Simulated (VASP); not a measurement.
Here is a VASP 6.6.1 calculation.

The input INCAR:

```
  PREC = Accurate
  ENCUT = 520
  EDIFF = 1E-6
  ISMEAR = 0
  SIGMA = 0.05
  LREAL = Auto
  LASPH = T
  NELM = 100
  ALGO = Normal
  ISIF = 2
  LWAVE = F
  LCHARG = F
  GGA = PE
  NBANDS = 117
```

Contents of KPOINTS:

```
regular mesh
0
Gamma
  3 3 3
```

POSCAR

```
TiW14
1.0
    6.3200000000      0.0000000000      0.0000000000
    0.0000000000      6.3200000000      0.0000000000
    0.0000000000      0.0000000000      6.3200000000
Ti W
1 14
Direct
    0.0850598101     -0.0846914557      0.0854996835
    0.5091435127      0.0056756329     -0.0048658228
   -0.0053083861      0.4912254747     -0.0048661392
   -0.0053058544      0.0056761076      0.5095830696
    0.2552887658      0.2588264241      0.2557311709
    0.4920332278      0.5083356013      0.0012253165
    0.4920343354     -0.0004140823      0.4924750000
    0.7532420886      0.2471275316      0.2512487342
    0.0007838608      0.5083348101      0.4924748418
    0.2508075949      0.2471268987      0.7536832278
    0.4997343354      0.5006348101      0.5001761076
    0.7415427215      0.7450797468      0.2557294304
    0.7512125000      0.2491560127      0.7516533228
    0.2552897152      0.7450797468      0.7419835443
    0.7532416139      0.7495612342      0.7536824367
```

Potentials or basis: VASP PAW PBE potentials, release 64 (Ti_sv, W_sv).

Command:

```console
$ cat potpaw_PBE.64/Ti_sv/POTCAR potpaw_PBE.64/W_sv/POTCAR > POTCAR
$ mpirun -np 1 vasp_std > vasp.out
```

(1) What does it give for the band gap on the k mesh?

(2) What does it give for the largest force?

(3) What does it give for the pressure?

## Answers

(1) zero (bands 104 and 105 overlap by 0.88 eV).

(2) 0.881 eV/Å.

(3) 0.9 GPa.

Caveat: spin-orbit coupling is left out, which moves the levels of the heavy elements.
